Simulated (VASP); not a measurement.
# Ge (P6_3/mmc) in VASP: single point with r2SCAN

Aim: the single point of Ge with r2SCAN.

Program: VASP 6.6.1. These are calculated values, not measurements. Logs are shortened: lines on timing, memory, paths and dates and some standing lists are left out, and cuts for length are marked.

## (1) The cell of the first run

Symmetry: P6_3/mmc, No. 194, hexagonal system. The conventional cell has a = 3.955 Å, b = 3.955 Å, c = 6.533 Å, α = 90.00°, β = 90.00°, γ = 120.00°. Ge (site symmetry 3m) has 4 Ge at 2.43 to 2.44 Å within 3.2 Å.

This isn't the form of Ge at room conditions, which is diamond.

## (2) Single point, r2SCAN (strained cell)

POSCAR reads:

```
Ge
1.0
    3.9547584686      0.0000000000      0.0000000000
   -1.9773792343      3.4249212996      0.0000000000
    0.0000000000      0.0000000000      6.5330932911
Ge
4
Direct
    0.3333333333      0.6666666667      0.0000288195
    0.6666666667      0.3333333333      0.5000288195
    0.3333333333      0.6666666667      0.3739711805
    0.6666666667      0.3333333333      0.8739711805
```

INCAR.step1 reads:

```
SYSTEM = Ge
ALGO = Normal ; EDIFF = 1E-5
ENCUT = 550 ; GGA = PE
GGA_COMPAT = .False. ; ISMEAR = 0
LASPH = .True. ; LCHARG = .False.
LREAL = .False. ; LWAVE = .True.
NBANDS = 36 ; NELM = 120
PREC = Accurate ; SIGMA = 0.01
```

INCAR.step2 reads:

```
SYSTEM = Ge
ALGO = Normal ; EDIFF = 1E-6
ENCUT = 550 ; GGA_COMPAT = .False.
ISIF = 2 ; ISMEAR = 0
ISTART = 1 ; LASPH = .True.
LCHARG = .True. ; LELF = .True.
LMIXTAU = .True. ; LREAL = .False.
LVHAR = .True. ; LWAVE = .False.
METAGGA = R2SCAN ; NBANDS = 36
NELM = 120 ; PREC = Accurate
SIGMA = 0.01
```

KPOINTS reads:

```
k-points
0
Gamma
  9 9 6
  0 0 0
```

Potentials or basis: VASP PAW PBE potentials, release 64 (Ge_d).

The run is started by

```sh
$ cat potpaw_PBE.64/Ge_d/POTCAR > POTCAR
$ cp INCAR.step1 INCAR
$ mpirun -np 1 vasp_std > vasp.out
$ cp INCAR.step2 INCAR
$ mpirun -np 1 vasp_std > vasp.out
```

OUTCAR:

```text
SYSTEM = Ge
   EDIFF = 1E-6
   ENCUT = 550
   ISIF = 2
   ISMEAR = 0
   ISTART = 1
   LASPH = .True.
   LREAL = .False.
   METAGGA = R2SCAN
   NELM = 120
   PREC = Accurate

 ion  position               nearest neighbor table
   1  0.333  0.667  0.000-   4 2.43   4 2.43   4 2.43   3 2.44
   2  0.667  0.333  0.500-   3 2.43   3 2.43   3 2.43   4 2.44
   3  0.333  0.667  0.374-   2 2.43   2 2.43   2 2.43   1 2.44
   4  0.667  0.333  0.874-   1 2.43   1 2.43   1 2.43   2 2.44

  LATTYP: Found a hexagonal cell.
 ALAT       =     3.9547584686
 C/A-ratio  =     1.6519575956

  Lattice vectors:

 A1 = (   3.9547584686,   0.0000000000,   0.0000000000)
 A2 = (  -1.9773792343,   3.4249212996,   0.0000000000)
 A3 = (   0.0000000000,   0.0000000000,   6.5330932911)

Analysis of symmetry for initial positions (statically):
=====================================================================
 Subroutine PRICEL returns:
 Original cell was already a primitive cell.

 Routine SETGRP: Setting up the symmetry group for a
 hexagonal supercell.

 Subroutine GETGRP returns: Found 24 space group operations
 (whereof  6 operations were pure point group operations)
 out of a pool of 24 trial point group operations.

The static configuration has the point symmetry C_3v.
 The point group associated with its full space group is D_6h.

Analysis of symmetry for dynamics (positions and initial velocities):
=====================================================================
 Subroutine PRICEL returns:
 Original cell was already a primitive cell.

 Routine SETGRP: Setting up the symmetry group for a
 hexagonal supercell.

 Subroutine GETGRP returns: Found 24 space group operations
 (whereof  6 operations were pure point group operations)
 out of a pool of 24 trial point group operations.

The dynamic configuration has the point symmetry C_3v.
 The point group associated with its full space group is D_6h.

 Subroutine INISYM returns: Found 24 space group operations
 (whereof  6 operations are pure point group operations),
 and found     1 'primitive' translations

----------------------------------------------------------------------------------------

                                     Primitive cell

  volume of cell :      88.4890

  direct lattice vectors                    reciprocal lattice vectors
     3.954758469  0.000000000  0.000000000     0.252859943  0.145988756  0.000000000
    -1.977379234  3.424921300  0.000000000     0.000000000  0.291977512  0.000000000
     0.000000000  0.000000000  6.533093291     0.000000000  0.000000000  0.153066848

  length of vectors
     3.954758469  3.954758469  6.533093291     0.291977512  0.291977512  0.153066848

  position of ions in fractional coordinates (direct lattice)
     0.333333333  0.666666667  0.000028820
     0.666666667  0.333333333  0.500028820
     0.333333333  0.666666667  0.373971180
     0.666666667  0.333333333  0.873971180

  ion indices of the primitive-cell ions
   primitive index   ion index
                 1           1
                 2           2
                 3           3
                 4           4

----------------------------------------------------------------------------------------

 KPOINTS: k-points

Automatic generation of k-mesh.
 Grid dimensions read from file:
 generate k-points for:    9    9    6

 Generating k-lattice:

  Cartesian coordinates                     Fractional coordinates (reciprocal lattice)
     0.028095549  0.016220973  0.000000000     0.111111111  0.000000000  0.000000000
     0.000000000  0.032441946  0.000000000     0.000000000  0.111111111  0.000000000
     0.000000000  0.000000000  0.025511141     0.000000000  0.000000000  0.166666667

  Length of vectors
     0.032441946  0.032441946  0.025511141

  Shift w.r.t. Gamma in fractional coordinates (k-lattice)
     0.000000000  0.000000000  0.000000000

 Subroutine IBZKPT returns following result:
 ===========================================

 Found     48 irreducible k-points:

 Following reciprocal coordinates:
            Coordinates               Weight
  0.000000  0.000000  0.000000      1.000000
  0.111111  0.000000  0.000000      6.000000
  0.222222  0.000000  0.000000      6.000000
  0.333333  0.000000  0.000000      6.000000
  0.444444  0.000000  0.000000      6.000000
  0.111111  0.111111  0.000000      6.000000
[... 16 lines left out ...]
  0.333333  0.222222  0.166667     24.000000
  0.333333  0.333333  0.166667      4.000000
 [... further k-points ...]
   k-points           NKPTS =     48   k-points in BZ     NKDIM =     48   number of bands    NBANDS=     36
   number of dos      NEDOS =    301   number of ions     NIONS =      4
   total plane-waves  NPLWV =  45000
   dimension x,y,z NGX =    30 NGY =   30 NGZ =   50
   dimension x,y,z NGXF=    60 NGYF=   60 NGZF=  100
   ions per type =               4
   NGX,Y,Z   is equivalent  to a cutoff of  12.61, 12.61, 12.72 a.u.
   NGXF,Y,Z  is equivalent  to a cutoff of  25.22, 25.22, 25.45 a.u.
 SYSTEM =  Ge
   PREC   = accura    normal or accurate (medium, high low for compatibility)
   ISTART =      1    job   : 0-new  1-cont  2-samecut
   ICHARG =      0    charge: 1-file 2-atom 10-const
   ISPIN  =      1    spin polarized calculation?
   LNONCOLLINEAR =      F non collinear calculations
   LSORBIT =      F    spin-orbit coupling
   LASPH  =      T    aspherical Exc in radial PAW
   ENCUT  =  550.0 eV  40.42 Ry    6.36 a.u.   7.56  7.56 12.49*2*pi/ulx,y,z
   NELM   =    120;   NELMIN=  2; NELMDL=  0     # of ELM steps
   EDIFF  = 0.1E-05   stopping-criterion for ELM
   LREAL  =      F    real-space projection
   EDIFFG = 0.1E-04   stopping-criterion for IOM
   NSW    =      0    number of steps for IOM
   IBRION =     -1    ionic relax: 0-MD 1-quasi-New 2-CG
   NFREE  =      0    steps in history (QN), initial steepest desc. (CG)
   ISIF   =      2    stress and relaxation
   ISYM   =      2    0-nonsym 1-usesym 2-fastsym
   POTIM  = 0.5000    time-step for ionic-motion
   TEBEG  =    0.0;   TEEND  =   0.0 temperature during run
   PSTRESS=    0.0 pullay stress
   NELECT =      56.0000    total number of electrons
   NUPDOWN=      -1.0000    fix difference up-down
   EMIN   =  10.00;   EMAX   =-10.00  energy-range for DOS
   EFERMI =   0.00;   METHOD = LEGACY
   ISMEAR =     0;   SIGMA  =   0.01  broadening in eV -4-tet -1-fermi 0-gaus
   EFERMI_NEDOS =   21; number of points for ismear=-14 and -15
   IALGO  =     38    algorithm
   IMIX   =      4    mixing-type and parameters
     AMIX     =   0.40;   BMIX     =  1.00
     AMIX_MAG =   1.60;   BMIX_MAG =  1.00
  volume/ion in A,a.u.               =      22.12       149.29
  Fermi-wavevector in a.u.,A,eV,Ry     =   1.405533  2.656072 26.878621  1.975523
  Thomas-Fermi vector in A             =   2.527985
   LORBIT       =      0    0 simple, 1 ext, 2 COOP (PROOUT), +10 PAW based schemes
   METAGGA = R2SCAN    functional components
   LHFCALC =     F    Hartree Fock is set to
   AEXX    =    0.0000 exact exchange contribution
   IVDW    =     0    specifies the selected vdW correction
   LEPSILON=     F    determine dielectric tensor
   LRPA    =     F    only Hartree local field effects (RPA)
 non-spin polarized calculation
 Gauss-broadening in eV      SIGMA  =   0.01
  energy-cutoff  :      550.00
  volume of cell :       88.49
 maximum number of plane-waves:      2617
   NGX = 15   NGY = 15   NGZ = 25

 number of electron      56.0000043 magnetization

 Free energy of the ion-electron system (eV)
  ---------------------------------------------------
  ext. energy  EPLUGINS =         0.00000000
  ---------------------------------------------------
  free energy    TOTEN  =       -55.39377491 eV

  energy without entropy =      -55.39377491  energy(sigma->0) =      -55.39377491

 E-fermi :   5.3127     XC(G=0): -10.9359

 val. band max:        5.2244249971   @ k =   0.0000   0.0000   0.0000
 cond. band min:       5.3797612619   @ k =   0.0000   0.0000   0.0000
 fundamental gap:      0.1553362648
 Fermi energy:         5.3127475545

 k-point     1 :       0.0000    0.0000    0.0000
  band No.  band energies     occupation
      1     -20.5382      2.00000
      2     -20.5382      2.00000
      3     -20.4957      2.00000
      4     -20.4942      2.00000
      5     -20.4942      2.00000
      6     -20.4825      2.00000
[... 28 lines left out ...]
     35       9.9772      0.00000
     36      11.8589      0.00000

 k-point     2 :       0.1111    0.0000    0.0000
  band No.  band energies     occupation
      1     -20.5468      2.00000
      2     -20.5410      2.00000
      3     -20.5041      2.00000
      4     -20.4989      2.00000
      5     -20.4942      2.00000
      6     -20.4719      2.00000
[... 28 lines left out ...]
     35      10.5627      0.00000
     36      11.8331      0.00000

 k-point     3 :       0.2222    0.0000    0.0000
  band No.  band energies     occupation
      1     -20.5575      2.00000
      2     -20.5453      2.00000
      3     -20.5179      2.00000
      4     -20.5075      2.00000
      5     -20.4911      2.00000
      6     -20.4590      2.00000
[... 28 lines left out ...]
     35      11.6469      0.00000
     36      11.9801      0.00000

 k-point     4 :       0.3333    0.0000    0.0000
  band No.  band energies     occupation
      1     -20.5603      2.00000
      2     -20.5476      2.00000
      3     -20.5313      2.00000
      4     -20.5140      2.00000
      5     -20.4813      2.00000
      6     -20.4511      2.00000
[... 28 lines left out ...]
     35      12.5906      0.00000
     36      12.7293      0.00000

 k-point     5 :       0.4444    0.0000    0.0000
  band No.  band energies     occupation
      1     -20.5559      2.00000
      2     -20.5480      2.00000
      3     -20.5428      2.00000
      4     -20.5171      2.00000
      5     -20.4689      2.00000
      6     -20.4479      2.00000
[... 655 lines left out ...]
 k-point    22 :       0.2222    0.2222    0.1667
  band No.  band energies     occupation
      1     -20.5578      2.00000
      2     -20.5539      2.00000
      3     -20.5322      2.00000
      4     -20.5322      2.00000
      5     -20.4623      2.00000
      6     -20.4331      2.00000
[... 28 lines left out ...]
     35      11.7846      0.00000
     36      12.3013      0.00000

 k-point    23 :       0.3333    0.2222    0.1667
  band No.  band energies     occupation
      1     -20.5612      2.00000
      2     -20.5507      2.00000
      3     -20.5421      2.00000
      4     -20.5390      2.00000
      5     -20.4403      2.00000
      6     -20.4112      2.00000
[... 28 lines left out ...]
     35      12.8258      0.00000
     36      13.1885      0.00000

 k-point    24 :       0.3333    0.3333    0.1667
  band No.  band energies     occupation
      1     -20.5648      2.00000
      2     -20.5475      2.00000
      3     -20.5475      2.00000
      4     -20.5439      2.00000
      5     -20.4184      2.00000
      6     -20.4184      2.00000
[... 28 lines left out ...]
     35      12.8464      0.00000
     36      12.8464      0.00000

 [... further k-points ...]

------------------------ aborting loop because EDIFF is reached ----------------------------------------

  FORCE on cell =-STRESS in cart. coord.  units (eV):
  Direction    XX          YY          ZZ          XY          YZ          ZX
  --------------------------------------------------------------------------------------
  -------------------------------------------------------------------------------------
  Total        1.3426306      1.3426306      1.3812840     -0.0000000      0.0000000      0.0000000
  in kB       24.3095935     24.3095935     25.0094503     -0.0000000      0.0000000      0.0000000
  external PRESSURE =      24.5428791 kB  Pullay stress =       0.0000000 kB

 VOLUME and BASIS-vectors are now :
 -----------------------------------------------------------------------------
  energy-cutoff  :      550.00
  volume of cell :       88.49
      direct lattice vectors                 reciprocal lattice vectors
     3.954758469  0.000000000  0.000000000     0.252859943  0.145988756  0.000000000
    -1.977379234  3.424921300  0.000000000     0.000000000  0.291977512  0.000000000
     0.000000000  0.000000000  6.533093291     0.000000000  0.000000000  0.153066848

 POSITION                                       TOTAL-FORCE (eV/Angst)
 -----------------------------------------------------------------------------------
     -0.00000      2.28328      0.00019         0.000000     -0.000000      0.000370
      1.97738      1.14164      3.26673        -0.000000      0.000000      0.000370
     -0.00000      2.28328      2.44319         0.000000     -0.000000     -0.000370
      1.97738      1.14164      5.70974        -0.000000      0.000000     -0.000370
 -----------------------------------------------------------------------------------
    total drift:                               -0.000000     -0.000000      0.001315

  FREE ENERGIE OF THE ION-ELECTRON SYSTEM (eV)
  ---------------------------------------------------
  free  energy   TOTEN  =       -55.3937749147 eV

  energy  without entropy=      -55.3937749147  energy(sigma->0) =      -55.39377491
```

Run time: 9.5 min. Hardware: 1 thread of Oxide Virtual Turin-like, shared host; peak memory 0.25 GiB.

Results:

| Property | Result |
| --- | --- |
| Free energy | -55.3938 eV |
| Pressure | 2.5 GPa |
| Band gap on the k mesh | 0.16 eV |

Caveat: the cell differs from its parent crystal (strained cell); semilocal functionals underestimate gaps, and a narrow one can read as zero; the PAW data sets were made with another functional, which shifts forces and pressure a little.
